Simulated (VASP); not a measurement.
# NbSnTe4 (P4/mmm) in VASP: notebook, part 2 of 4

VASP 6.6.1. Earlier steps stand in the parts before.

**3. Single point, PBE**

This run uses another cell than the first one, of 30.38 Å³/atom.

INCAR reads:

```
ALGO = Normal ; EDIFF = 1E-7
ENCUT = 520 ; GGA = PE
ISIF = 2 ; ISMEAR = 0
LASPH = T ; LCHARG = F
LREAL = F ; LWAVE = F
NBANDS = 34 ; NELM = 60
PREC = Accurate ; SIGMA = 0.1
```

KPOINTS reads:

```
k-points
0
Gamma
  6 6 2
```

POSCAR reads:

```
NbSnTe4
1.0
    3.4456911461      0.0000000000      0.0000000000
    0.0000000000      3.4456911461      0.0000000000
    0.0000000000      0.0000000000     15.3522505371
Nb Sn Te
1 1 4
Direct
    0.0000000000      0.0000000000      0.0000000000
    0.0000000000      0.0000000000      0.5000000000
    0.5000000000      0.5000000000      0.3559654892
    0.5000000000      0.5000000000      0.8912996223
    0.5000000000      0.5000000000      0.1087003777
    0.5000000000      0.5000000000      0.6440345108
```

Potentials or basis: VASP PAW PBE potentials, release 64 (Nb_sv, Sn_d, Te).

Launch:

```console
cat potpaw_PBE.64/Nb_sv/POTCAR potpaw_PBE.64/Sn_d/POTCAR potpaw_PBE.64/Te/POTCAR > POTCAR
mpirun -np 1 vasp_std > vasp.out
```

OUTCAR:

```text
EDIFF = 1E-7
   ENCUT = 520
   GGA = PE
   ISIF = 2
   ISMEAR = 0
   LASPH = T
   LREAL = F
   NELM = 60
   PREC = Accurate

 ion  position               nearest neighbor table
   1  0.000  0.000  0.000-   4 2.95   5 2.95   4 2.95   5 2.95   4 2.95   5 2.95   4 2.95   5 2.95

   2  0.000  0.000  0.500-   3 3.29   6 3.29   3 3.29   6 3.29   3 3.29   6 3.29   3 3.29   6 3.29

   3  0.500  0.500  0.356-   2 3.29   2 3.29   2 3.29   2 3.29
   4  0.500  0.500  0.891-   1 2.95   1 2.95   1 2.95   1 2.95   5 3.34
   5  0.500  0.500  0.109-   1 2.95   1 2.95   1 2.95   1 2.95   4 3.34
   6  0.500  0.500  0.644-   2 3.29   2 3.29   2 3.29   2 3.29

  LATTYP: Found a simple tetragonal cell.
 ALAT       =     3.4456911461
 C/A-ratio  =     4.4554923486

  Lattice vectors:

 A1 = (   3.4456911461,   0.0000000000,   0.0000000000)
 A2 = (   0.0000000000,   3.4456911461,   0.0000000000)
 A3 = (   0.0000000000,   0.0000000000,  15.3522505371)

Analysis of symmetry for initial positions (statically):
=====================================================================
 Subroutine PRICEL returns:
 Original cell was already a primitive cell.

 Routine SETGRP: Setting up the symmetry group for a
 simple tetragonal supercell.

 Subroutine GETGRP returns: Found 16 space group operations
 (whereof 16 operations were pure point group operations)
 out of a pool of 16 trial point group operations.

The static configuration has the point symmetry D_4h.

Analysis of symmetry for dynamics (positions and initial velocities):
=====================================================================
 Subroutine PRICEL returns:
 Original cell was already a primitive cell.

 Routine SETGRP: Setting up the symmetry group for a
 simple tetragonal supercell.

 Subroutine GETGRP returns: Found 16 space group operations
[... 126 lines left out ...]
     AMIX_MAG =   1.60;   BMIX_MAG =  1.00
  volume/ion in A,a.u.               =      30.38       205.01
  Fermi-wavevector in a.u.,A,eV,Ry     =   1.070755  2.023433 15.599291  1.146516
  Thomas-Fermi vector in A             =   2.206474
   LORBIT       =      0    0 simple, 1 ext, 2 COOP (PROOUT), +10 PAW based schemes
   GGA     = PE    functional components
   LHFCALC =     F    Hartree Fock is set to
   AEXX    =    0.0000 exact exchange contribution
   IVDW    =     0    specifies the selected vdW correction
   LEPSILON=     F    determine dielectric tensor
   LRPA    =     F    only Hartree local field effects (RPA)
 non-spin polarized calculation
 Gauss-broadening in eV      SIGMA  =   0.10
  energy-cutoff  :      520.00
  volume of cell :      182.27
 maximum number of plane-waves:      4932
 NGX is ok and might be reduce to    28
   NGX = 13   NGY = 13   NGZ = 57

 number of electron      50.9999993 magnetization

 Free energy of the ion-electron system (eV)
  ---------------------------------------------------
  ext. energy  EPLUGINS =         0.00000000
  ---------------------------------------------------
  free energy    TOTEN  =       -27.19039967 eV

  energy without entropy =      -27.16169753  energy(sigma->0) =      -27.17604860

 E-fermi :   6.6609     XC(G=0):  -9.4923

 val. band max:        6.6458703959   @ k =   0.5000   0.3333   0.5000
 cond. band min:       6.6692418500   @ k =   0.3333   0.3333   0.5000
 fundamental gap:      0.0233714541
 Fermi energy:         6.6608638568

 k-point     1 :       0.0000    0.0000    0.0000
  band No.  band energies     occupation
      1     -48.4836      2.00000
      2     -24.5531      2.00000
      3     -24.4835      2.00000
      4     -24.4835      2.00000
      5     -15.2585      2.00000
      6     -15.1910      2.00000
[... 729 lines left out ...]
     33       9.3435      0.00000
     34       9.7607      0.00000

------------------------ aborting loop because EDIFF is reached ----------------------------------------

  FORCE on cell =-STRESS in cart. coord.  units (eV):
  Direction    XX          YY          ZZ          XY          YZ          ZX
  --------------------------------------------------------------------------------------
  -------------------------------------------------------------------------------------
  Total       -0.1913868     -0.1913868      0.3079196      0.0000000     -0.0000000     -0.0000000
  in kB       -1.6822784     -1.6822784      2.7065942      0.0000000     -0.0000000     -0.0000000
  external PRESSURE =      -0.2193209 kB  Pullay stress =       0.0000000 kB

 VOLUME and BASIS-vectors are now :
 -----------------------------------------------------------------------------
  energy-cutoff  :      520.00
  volume of cell :      182.27
      direct lattice vectors                 reciprocal lattice vectors
     3.445691146  0.000000000  0.000000000     0.290217538  0.000000000  0.000000000
     0.000000000  3.445691146  0.000000000     0.000000000  0.290217538  0.000000000
     0.000000000  0.000000000 15.352250537     0.000000000  0.000000000  0.065137030

 POSITION                                       TOTAL-FORCE (eV/Angst)
 -----------------------------------------------------------------------------------
      0.00000      0.00000      0.00000         0.000000      0.000000      0.000000
      0.00000      0.00000      7.67613         0.000000      0.000000      0.000000
      1.72285      1.72285      5.46487         0.000000      0.000000      0.015212
      1.72285      1.72285     13.68346         0.000000     -0.000000     -0.005796
      1.72285      1.72285      1.66880        -0.000000      0.000000      0.005796
      1.72285      1.72285      9.88738        -0.000000      0.000000     -0.015212
 -----------------------------------------------------------------------------------
    total drift:                               -0.000000      0.000000      0.000000

  FREE ENERGIE OF THE ION-ELECTRON SYSTEM (eV)
  ---------------------------------------------------
  free  energy   TOTEN  =       -27.1903996703 eV

  energy  without entropy=      -27.1616975304  energy(sigma->0) =      -27.17604860
```

stdout:

```text
POSCAR found type information on POSCAR NbSnTe
 POSCAR found :  3 types and       6 ions
 scaLAPACK will be used
 LDA part: xc-table for (Slater+PW92), standard interpolation
 POSCAR, INCAR and KPOINTS ok, starting setup
 FFT: planning ... GRIDC
 FFT: planning ... GRID_SOFT
 FFT: planning ... GRID
 WAVECAR not read
 entering main loop
```

Run time: 1.9 min. Hardware: 1 thread of Intel Xeon Platinum 8559C (Emerald Rapids), shared host; peak memory 0.36 GiB.

Results:

```
Free energy            : -27.1904 eV
Pressure               : 0.0 GPa
Largest force          : 0.015 eV/Å
Band gap on the k mesh : zero (an odd number of electrons rules out a gap without spin polarisation)
```

Forces in eV/Å, atoms in the order of the input:
```
Nb   0.000  0.000  0.000
Sn   0.000  0.000  0.000
Te   0.000  0.000  0.015
Te   0.000  0.000 -0.006
Te   0.000  0.000  0.006
Te   0.000  0.000 -0.015
```

Levels at points of the mesh, in eV from the Fermi level:
| k point | band 22 | band 23 | band 24 | band 25 | band 26 | band 27 | band 28 | band 29 |
| --- | --- | --- | --- | --- | --- | --- | --- | --- |
| (0.00, 0.00, 0.00) | 0.05 | 0.05 | 0.21 | 0.21 | 0.74 | 0.92 | 0.92 | 1.27 |
| (0.50, 0.00, 0.00) | -1.70 | -1.18 | -0.85 | 0.64 | 1.61 | 1.74 | 1.90 | 2.01 |
| (0.50, 0.50, 0.00) | -3.32 | -3.32 | -1.34 | -0.79 | -0.25 | 0.07 | 0.07 | 0.18 |
| (0.00, 0.00, 0.50) | 0.08 | 0.16 | 0.16 | 0.28 | 0.45 | 0.93 | 0.93 | 1.27 |
| (0.50, 0.00, 0.50) | -1.70 | -1.23 | -1.20 | 0.64 | 1.59 | 1.80 | 1.86 | 1.90 |
| (0.50, 0.50, 0.50) | -3.31 | -3.31 | -1.62 | -0.31 | -0.26 | 0.06 | 0.06 | 0.18 |

Caveat: spin-orbit coupling is left out, which moves the levels of the heavy elements; this functional lacks dispersion, which binds the layers, so the pressure and a relaxed spacing across them are unreliable.

(Part 2 of 4 ends here.)
